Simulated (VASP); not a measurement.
AlN: vibrations by perturbation theory with LDA

The system is AlN.

```
CELL_PARAMETERS angstrom
0.00000 2.17114 2.17114
2.17114 0.00000 2.17114
2.17114 2.17114 0.00000
ATOMIC_POSITIONS crystal
Al 0.00000 0.00000 0.00000
N 0.75000 0.75000 0.75000
```

```
Program                : VASP 6.6.1
Task                   : vibrations by perturbation theory
Functional             : LDA
Potentials or basis    : VASP PAW LDA potentials, release 64 (Al, N)
Cutoff                 : 520 eV
k mesh                 : 10 × 10 × 10
Occupations            : gaussian, width 0.01 eV
Spin                   : no spin polarisation
Dipole correction      : no
Further INCAR settings : ALGO = Normal; EDIFF = 1e-08; NBANDS = 11; IBRION = 8; NSW = 1
```

```yaml
Electronic_dielectric_tensor_diagonal: 4.54
Born_charges_mean_of_the_diagonal: Al +2.53; N -2.53 e
Highest_phonon_frequency_at_Γ_LO-TO_splitting_left_out: 670 cm⁻¹
```

Phonon frequencies in cm⁻¹ (negative: imaginary):
| q point | frequencies |
| --- | --- |
| (0.000, 0.000, 0.000) | 0 0 0 670 670 670 |

Electronic dielectric tensor:
```
4.54 0.00 0.00
0.00 4.54 0.00
0.00 0.00 4.54
```

Born effective charge tensors (e):
atom 1, Al
```
2.53 0.00 0.00
0.00 2.53 0.00
0.00 0.00 2.53
```
atom 2, N
```
-2.53  0.00  0.00
 0.00 -2.53  0.00
 0.00  0.00 -2.53
```

Run time: 56 s on 1 thread of Intel(R) Xeon(R) 6975P-C (Granite Rapids), on a shared host, peak memory 0.21 GiB.
